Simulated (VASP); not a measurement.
Ni, 2 atoms in the cell. Symmetry: P6_3/mmc, No. 194, hexagonal system. The conventional cell has a = 2.603 Å, b = 2.603 Å, c = 4.263 Å, α = 90.00°, β = 90.00°, γ = 120.00°. Within 3.4 Å of Ni (site symmetry -6m2) lie 12 Ni at 2.60 to 2.61 Å. This isn't the form of Ni at room conditions, which is fcc.

| Quantity | Value |
| --- | --- |
| Program | VASP 6.6.1 |
| Task | single point |
| Functional | revPBE |
| Potentials or basis | VASP PAW PBE potentials, release 64 (Ni) |
| Cutoff | 520 eV |
| k mesh | 16 × 16 × 9 |
| Occupations | fermi-dirac, width 0.05 eV |
| Spin | collinear spin, ferromagnetic start |
| Starting moments | [0.7, 0.7] μB |
| Dipole correction | no |
| Further INCAR settings | ALGO = Normal; EDIFF = 1e-07; NBANDS = 21 |

Potentials or basis: VASP PAW PBE potentials, release 64 (Ni).

Launch:

```bash
$ cat potpaw_PBE.64/Ni/POTCAR > POTCAR
$ mpirun -np 1 vasp_std > vasp.out
```

Hardware: 1 thread of Intel(R) Xeon(R) 6975P-C (Granite Rapids) (shared host).

**Question.** Estimate the wall time of this run.

**Answer.** It took 57 s on 1 thread of Intel(R) Xeon(R) 6975P-C (Granite Rapids) (shared host), peak memory 0.22 GiB. Counts: scf iterations 15, k points 150.
